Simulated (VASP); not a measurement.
# P (I4_1/amd) in VASP: further runs, part 2 of 2

VASP 6.6.1. The steps go on from the part before.

## (3) Relaxation of cell and atoms, PBE

This run uses another cell than the first one, of 15.22 Å³/atom.

Input file INCAR:

```
PREC = Accurate
ENCUT = 600
EDIFF = 1E-7
ISMEAR = 0
SIGMA = 0.1
LREAL = False
LASPH = True
NELM = 80
ALGO = Normal
ISIF = 3
LWAVE = False
LCHARG = False
GGA = PE
IBRION = 2
NSW = 100
EDIFFG = -0.01
```

Input file KPOINTS:

```
Automatic mesh
0
Gamma
  10 10 10
```

Input file POSCAR:

```
P
1.0
   -3.1254717422      3.1254717422      2.3373080545
    3.1254717422     -3.1254717422      2.3373080545
    3.1254717422      3.1254717422     -2.3373080545
P
6
Direct
    0.0000000000      0.0000000000      0.0000000000
    0.7500000000      0.2500000000      0.5000000000
    0.3750000000      0.6250000000      0.7500000000
    0.3750000000      0.1250000000      0.7500000000
    0.3750000000      0.6250000000      0.2500000000
    0.8750000000      0.6250000000      0.2500000000
```

Potentials or basis: VASP PAW PBE potentials, release 64 (P).

The run is started by

```bash
$ cat potpaw_PBE.64/P/POTCAR > POTCAR
$ mpirun -np 1 vasp_std > vasp.out
```

OUTCAR:

```text
PREC = Accurate
   ENCUT = 600
   EDIFF = 1E-7
   ISMEAR = 0
   LREAL = False
   LASPH = True
   NELM = 80
   ISIF = 3
   GGA = PE
   IBRION = 2
   NSW = 100
   EDIFFG = -0.01

 ion  position               nearest neighbor table
   1  0.000  0.000  0.000-   4 2.35   6 2.35   5 2.35   3 2.35
   2  0.750  0.250  0.500-   4 2.35   6 2.35   3 2.35   5 2.35
   3  0.375  0.625  0.750-   1 2.35   2 2.35   5 2.50   5 2.50   4 2.50   4 2.50
   4  0.375  0.125  0.750-   1 2.35   2 2.35   3 2.50   6 2.50   3 2.50   6 2.50
   5  0.375  0.625  0.250-   2 2.35   1 2.35   6 2.50   3 2.50   3 2.50   6 2.50
   6  0.875  0.625  0.250-   1 2.35   2 2.35   4 2.50   5 2.50   5 2.50   4 2.50

  LATTYP: Found a body centered tetragonal cell.
 ALAT       =     6.2509434844
 C/A-ratio  =     0.7478256875

  Lattice vectors:

 A1 = (  -3.1254717422,   3.1254717422,   2.3373080545)
 A2 = (   3.1254717422,  -3.1254717422,   2.3373080545)
 A3 = (   3.1254717422,   3.1254717422,  -2.3373080545)

Analysis of symmetry for initial positions (statically):
=====================================================================
 Subroutine PRICEL returns:
 Original cell was already a primitive cell.

 Routine SETGRP: Setting up the symmetry group for a
 body centered tetragonal supercell.

 Subroutine GETGRP returns: Found 16 space group operations
 (whereof  8 operations were pure point group operations)
 out of a pool of 16 trial point group operations.

The static configuration has the point symmetry D_2d.
 The point group associated with its full space group is D_4h.

Analysis of symmetry for dynamics (positions and initial velocities):
=====================================================================
 Subroutine PRICEL returns:
 Original cell was already a primitive cell.

 Routine SETGRP: Setting up the symmetry group for a
 body centered tetragonal supercell.

 Subroutine GETGRP returns: Found 16 space group operations
 (whereof  8 operations were pure point group operations)
[... 134 lines left out ...]
  Thomas-Fermi vector in A             =   2.266263
   LORBIT       =      0    0 simple, 1 ext, 2 COOP (PROOUT), +10 PAW based schemes
   GGA     = PE    functional components
   LHFCALC =     F    Hartree Fock is set to
   AEXX    =    0.0000 exact exchange contribution
   IVDW    =     0    specifies the selected vdW correction
   LEPSILON=     F    determine dielectric tensor
   LRPA    =     F    only Hartree local field effects (RPA)
 conjugate gradient relaxation of ions
 non-spin polarized calculation
 Gauss-broadening in eV      SIGMA  =   0.10
  energy-cutoff  :      600.00
  volume of cell :       91.33
 maximum number of plane-waves:      3098
   NGX = 19   NGY = 19   NGZ = 19

--------------------------------------- Ionic step        1  -------------------------------------------

 number of electron      29.9999997 magnetization

 Free energy of the ion-electron system (eV)
  ---------------------------------------------------
  ext. energy  EPLUGINS =         0.00000000
  ---------------------------------------------------
  free energy    TOTEN  =       -30.78776146 eV

  energy without entropy =      -30.77462640  energy(sigma->0) =      -30.78119393

------------------------ aborting loop because EDIFF is reached ----------------------------------------

  FORCE on cell =-STRESS in cart. coord.  units (eV):
  Direction    XX          YY          ZZ          XY          YZ          ZX
  --------------------------------------------------------------------------------------
  -------------------------------------------------------------------------------------
  Total       -0.3302446     -0.3302446     -0.5937402      0.0000000      0.0000000      0.0000000
  in kB       -5.7934767     -5.7934767    -10.4159756      0.0000000      0.0000000      0.0000000
  external PRESSURE =      -7.3343097 kB  Pullay stress =       0.0000000 kB
[... 67 lines left out ...]
--------------------------------------- Ionic step        3  -------------------------------------------

 number of electron      29.9999999 magnetization

 Free energy of the ion-electron system (eV)
  ---------------------------------------------------
  ext. energy  EPLUGINS =         0.00000000
  ---------------------------------------------------
  free energy    TOTEN  =       -30.78946581 eV

  energy without entropy =      -30.77649705  energy(sigma->0) =      -30.78298143

 E-fermi :   8.9949     XC(G=0): -11.0925

 val. band max:        8.9895596966   @ k =  -0.4000   0.4000   0.2000
 cond. band min:       8.9972819510   @ k =   0.4000   0.4000   0.0000
 fundamental gap:      0.0077222544
 Fermi energy:         8.9949142358

 k-point     1 :       0.0000    0.0000    0.0000
  band No.  band energies     occupation
      1      -7.2728      2.00000
      2      -1.8990      2.00000
      3      -1.3319      2.00000
      4      -1.3319      2.00000
      5       0.9678      2.00000
      6       1.4389      2.00000
[... 505 lines left out ...]
      6       1.2987      2.00000
[... 11 lines left out ...]
     18      11.6956      0.00000
     19      12.3361      0.00000

 [... further k-points ...]
[... 5 lines left out ...]
  --------------------------------------------------------------------------------------
  -------------------------------------------------------------------------------------
  Total       -0.0131542     -0.0131542      0.0219124      0.0000000      0.0000000      0.0000000
  in kB       -0.2324802     -0.2324802      0.3872677      0.0000000      0.0000000      0.0000000
  external PRESSURE =      -0.0258975 kB  Pullay stress =       0.0000000 kB
[... 21 lines left out ...]
  FREE ENERGIE OF THE ION-ELECTRON SYSTEM (eV)
  ---------------------------------------------------
  free  energy   TOTEN  =       -30.7894658075 eV

  energy  without entropy=      -30.7764970453  energy(sigma->0) =      -30.78298143

 reached required accuracy - stopping structural energy minimisation
```

OSZICAR:

```text
N       E                     dE             d eps       ncg     rms          rms(c)
DAV:   1     0.115399896731E+03    0.11540E+03   -0.14392E+04  3876   0.155E+03
[... 22 lines left out ...]
DAV:   1    -0.307896978996E+02   -0.46512E-03   -0.87211E-03  4299   0.513E-01    0.121E-01
DAV:   2    -0.307895505822E+02    0.14732E-03   -0.35794E-04  4549   0.114E-01    0.594E-02
DAV:   3    -0.307894711975E+02    0.79385E-04   -0.12170E-04  4398   0.576E-02    0.118E-02
DAV:   4    -0.307894679852E+02    0.32123E-05   -0.45576E-06  5122   0.125E-02    0.872E-03
DAV:   5    -0.307894666416E+02    0.13436E-05   -0.22534E-07  3840   0.320E-03    0.416E-03
DAV:   6    -0.307894657965E+02    0.84510E-06   -0.58548E-08  2526   0.158E-03    0.425E-04
DAV:   7    -0.307894658075E+02   -0.10961E-07   -0.80395E-09  2361   0.686E-04
   3 F= -.30789466E+02 E0= -.30782981E+02  d E =-.170435E-02
```

CONTCAR:

```text
P
   1.00000000000000
    -3.1193832284398764    3.1193832284398764    2.3291220427260972
     3.1193832284398764   -3.1193832284398764    2.3291220427260972
     3.1193832284398764    3.1193832284398764   -2.3291220427260972
  P
     6
Direct
     0.0000000000000000    0.0000000000000000    0.0000000000000000
     0.7500000000000000    0.2500000000000000    0.5000000000000000
     0.3750000000000000    0.6250000000000000    0.7500000000000000
     0.3750000000000000    0.1250000000000000    0.7500000000000000
     0.3750000000000000    0.6250000000000000    0.2500000000000000
     0.8750000000000000    0.6250000000000000    0.2500000000000000

  0.00000000E+00  0.00000000E+00  0.00000000E+00
  0.00000000E+00  0.00000000E+00  0.00000000E+00
  0.00000000E+00  0.00000000E+00  0.00000000E+00
  0.00000000E+00  0.00000000E+00  0.00000000E+00
  0.00000000E+00  0.00000000E+00  0.00000000E+00
  0.00000000E+00  0.00000000E+00  0.00000000E+00
```

Wall time 11 min (1 thread of Oxide Virtual Turin-like, shared host); peak memory 0.29 GiB.

What came out:

- Free energy: -30.7895 eV
- Relaxed volume: 15.11 Å³/atom
- Relaxed cell: a = 4.989 Å, b = 4.989 Å, c = 4.989 Å, α = 102.59°, β = 102.59°, γ = 124.33°
- Space group after relaxing (to 0.1 Å): I4_1/amd (No. 141)
- Energy gained by relaxing: 0.3 meV/atom
- Ionic steps: 3
- Pressure after relaxing: 0.0 GPa
- Band gap on the k mesh: zero (bands 15 and 16 overlap by 1.97 eV)

The path:
```
step  energy change (eV)  largest force (eV/Å)  pressure (GPa)  volume (Å³)
   1              0.0000                0.0000           -0.73        91.33
   2             -0.0015                0.0000            0.27        90.41
   3             -0.0017                0.0000            0.00        90.65
```

Final structure:
```cif
data_structure
_symmetry_space_group_name_H-M 'P 1'
_symmetry_Int_Tables_number 1
_cell_length_a 4.9886
_cell_length_b 4.9886
_cell_length_c 4.9886
_cell_angle_alpha 102.591
_cell_angle_beta 102.591
_cell_angle_gamma 124.335
_cell_volume 90.65
loop_
_atom_site_label
_atom_site_type_symbol
_atom_site_fract_x
_atom_site_fract_y
_atom_site_fract_z
_atom_site_occupancy
P1 P 0.00000 0.00000 0.00000 1
P2 P 0.75000 0.25000 0.50000 1
P3 P 0.37500 0.62500 0.75000 1
P4 P 0.37500 0.12500 0.75000 1
P5 P 0.37500 0.62500 0.25000 1
P6 P 0.87500 0.62500 0.25000 1
```

Levels at points of the mesh, in eV from the Fermi level:
```tsv
k point	band 12	band 13	band 14	band 15	band 16	band 17	band 18	band 19
(0.00, 0.00, 0.00)	-3.13	-3.13	-2.75	-2.75	0.38	2.19	4.71	4.71
(0.50, 0.00, 0.00)	-2.08	-1.44	-0.98	-0.67	0.92	1.54	2.01	3.08
(0.50, 0.50, 0.00)	-1.71	-1.19	-1.19	-1.14	-1.14	0.66	0.66	2.95
(0.50, 0.50, 0.50)	-1.41	-1.28	-1.28	-0.66	-0.66	0.93	0.93	2.04
```
